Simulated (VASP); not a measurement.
AlSi16 (a cell with a defect), 17 atoms in the cell. The cell holds a defect, 17 atoms: a = 7.679 Å, b = 7.679 Å, c = 7.679 Å, α = 60.00°, β = 60.00°, γ = 60.00°. 

```yaml
Program: VASP 6.6.1
Task: single point
Functional: PBEsol
Potentials_or_basis: VASP PAW PBE potentials, release 64 (Si, Al)
Cutoff: 520 eV
k_mesh: 2 × 2 × 2
Occupations: fermi-dirac, width 0.02 eV
Spin: collinear spin
Starting_moments: "[0.0, 0.0, 0.0, 0.0, 0.0, 0.0, 0.0, 0.0, 0.0, 0.0, 0.0, 0.0, 0.0, 0.0, 0.0, 0.0, 1.0] μB"
Dipole_correction: no
Further_INCAR_settings: LREAL = Auto; ALGO = Normal; EDIFF = 1e-06; NBANDS = 52
```

Potentials or basis: VASP PAW PBE potentials, release 64 (Si, Al).

The run is started by

```sh
$ cat potpaw_PBE.64/Si/POTCAR potpaw_PBE.64/Al/POTCAR > POTCAR
$ mpirun -np 1 vasp_std > vasp.out
```

Hardware: 1 thread of AMD EPYC 7R13, with other jobs on the host.

Problem. Estimate the wall time of this run.

Solution. Run time: 18 min on 1 thread of AMD EPYC 7R13 (shared host), peak memory 0.67 GiB. Counts: scf iterations 15, k points 8.
